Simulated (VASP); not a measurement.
Set up this calculation in VASP 6.6.1, as the native input.

```yaml
Task: single point
Functional: PBEsol
Potentials_or_basis: VASP PAW PBE potentials, release 64 (Sr_sv, Ti_sv, O)
Cutoff: 520 eV
k_mesh: 8 × 8 × 8
Occupations: gaussian, width 0.05 eV
Spin: no spin polarisation
Dipole_correction: no
Further_INCAR_settings: ALGO = Normal; EDIFF = 1e-06; NBANDS = 28
```

The structure of SrTiO3 lies in POSCAR:

```
SrTiO3
1.0
    3.8396261655      0.0000000000      0.0000000000
    0.0000000000      3.8396261655      0.0000000000
    0.0000000000      0.0000000000      3.8913815400
Sr Ti O
1 1 3
Direct
    0.0072188559      0.0000000000      0.0000000000
    0.5178206165      0.5000000000      0.5000000000
   -0.0291211991      0.5000000000      0.5000000000
    0.4681347103      0.0000000000      0.5000000000
    0.4681347103      0.5000000000      0.0000000000
```

This cell differs from its parent crystal: atoms displaced along a vibrational mode, the cell strained.

One way to write it, as run:

INCAR

```
PREC = Accurate
ENCUT = 520
EDIFF = 1E-6
ISMEAR = 0
SIGMA = 0.05
LREAL = F
LASPH = T
NELM = 80
ALGO = Normal
ISIF = 2
LWAVE = F
LCHARG = T
GGA = PS
LELF = T
LVHAR = T
NBANDS = 28
```

KPOINTS

```
Automatic mesh
0
Gamma
  8 8 8
```

Potentials or basis: VASP PAW PBE potentials, release 64 (Sr_sv, Ti_sv, O).

Run with:

```sh
$ cat potpaw_PBE.64/Sr_sv/POTCAR potpaw_PBE.64/Ti_sv/POTCAR potpaw_PBE.64/O/POTCAR > POTCAR
$ mpirun -np 1 vasp_std > vasp.out
```

It gave:

```yaml
Pressure: 8.7 GPa
Largest_force: 1.699 eV/Å
Band_gap_on_the_k_mesh: 1.98 eV (least direct gap 2.58 eV)
```

Caveat: the cell differs from its parent crystal (atoms displaced along a vibrational mode, the cell strained); the stress differs along the axes, from 4 to 15 GPa; the PAW data sets were made with another functional, which shifts forces and pressure a little.

Wall time 7.7 min on 1 thread of Intel Xeon 8259CL (shared host), peak memory 0.29 GiB.
